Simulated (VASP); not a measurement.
Wanted: the native input for a VASP 6.6.1 run.

```yaml
Task: single point
Functional: PBEsol
Dispersion: D3(BJ)
Potentials_or_basis: VASP PAW PBE potentials, release 64 (Te, Mo_sv, H)
Cutoff: 400 eV
k_mesh: 9 × 9 × 2
Occupations: gaussian, width 0.05 eV
Spin: no spin polarisation
Dipole_correction: no
Further_INCAR_settings: ALGO = Normal; EDIFF = 1e-06; NBANDS = 50
```

The structure of Te6Mo3H (a cell with a defect) lies in POSCAR:

```
Te6Mo3H
1.0
    3.4334342720      0.0000000000      0.0000000000
   -1.7167171360      2.9734413017      0.0000000000
    0.0000000000      0.0000000000     20.7704294686
Te Mo H
6 3 1
Direct
    0.0000000000      0.0000000000      0.9125759363
    0.3333333333      0.6666666667      0.5917818730
    0.3333333333      0.6666666667      0.2333053354
    0.3333333333      0.6666666667      0.7666946646
    0.3333333333      0.6666666667      0.4082181270
    0.0000000000      0.0000000000      0.0874240637
    0.0000000000      0.0000000000      0.6791511892
    0.0000000000      0.0000000000      0.3208488108
    0.3333333333      0.6666666667      0.0000000000
    0.2810235033      0.2238450850      0.1690103014
```

The input as run:

INCAR

```
ALGO     = Normal         # electronic algorithm
EDIFF    = 1E-6           # SCF threshold, eV
ENCUT    = 400            # plane-wave cutoff, eV
GGA      = PS             # functional
GGA_COMPAT= F            
ISIF     = 2              # what is computed and relaxed
ISMEAR   = 0              # smearing method
IVDW     = 12             # dispersion correction
LASPH    = T              # aspherical terms in the spheres
LCHARG   = F              # write CHGCAR
LREAL    = F              # projectors in reciprocal space
LWAVE    = F              # write WAVECAR
NBANDS   = 50             # bands
NELM     = 120            # most SCF steps
PREC     = Accurate       # precision mode
SIGMA    = 0.05           # smearing width, eV
```

KPOINTS

```
k-points
0
Gamma
  9 9 2
```

Potentials or basis: VASP PAW PBE potentials, release 64 (Te, Mo_sv, H).

Launch:

```bash
$ cat potpaw_PBE.64/Te/POTCAR potpaw_PBE.64/Mo_sv/POTCAR potpaw_PBE.64/H/POTCAR > POTCAR
$ mpirun -np 1 vasp_std > vasp.out
```

Results of the run:

```json
{
 "Pressure": "1.0 GPa",
 "Largest force": "0.601 eV/Å",
 "Band gap on the k mesh": "zero (an odd number of electrons rules out a gap without spin polarisation)",
 "Dispersion energy per atom": "-0.504 eV"
}
```

Caveat: the PAW data sets were made with another functional, which shifts forces and pressure a little; spin-orbit coupling is left out, which moves the levels of the heavy elements.

It took 5.2 min on 1 thread of Intel(R) Xeon(R) 6975P-C (Granite Rapids) (shared host), peak memory 0.6 GiB.
